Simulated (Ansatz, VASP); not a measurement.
**Two plane-wave programs on TaNb2O5**

```xyz
8
Lattice="5.0885 0.0000 0.0000 0.0000 5.0885 0.0000 0.0000 0.0000 5.8187" Properties=species:S:1:pos:R:3 pbc="T T T"
Ta    0.0000    0.0000    2.9093
Nb    2.5442    0.0000    2.9093
Nb    0.0000    2.5442    2.9093
O     0.0000    2.5442    4.7422
O     2.5442    0.0000    4.7422
O     0.0000    2.5442    1.0765
O     2.5442    0.0000    1.0765
O     2.5442    2.5442    2.9093
```

Alike in both runs: functional PBE; k mesh 3 × 3 × 2; occupations gaussian, width 0.15 eV; no spin polarisation.

Ansatz relaxed the structure, and its values are those at the end. VASP's run is a single point on that final structure, the one shown.

|  | VASP | Ansatz |
| --- | --- | --- |
| version | VASP 6.6.1 | Ansatz 0.2.0 |
| potentials or method | VASP PAW PBE potentials, release 64 (Ta_pv, Nb_sv, O), cutoff 600 eV | scalar-relativistic, plane waves, PAW |
| valence electrons in the cell | 67 | 69 |

```csv
,VASP,Ansatz,Ansatz less VASP
gap on the k mesh at the Fermi level (eV),none,none,-
pressure (GPa),-0.6,-0.4,+0.23
rms of the force components (eV/Å),0.026,0.006,-0.0206
```

A gap of «none» marks a metal or a gap that the smearing closes. VASP's potentials hold 67 valence electrons a cell and Ansatz's 69, so a difference there can come from the potentials and not from the codes.

The k mesh is coarse, so the values compare programs but aren't converged. Neither program's run includes spin-orbit coupling.
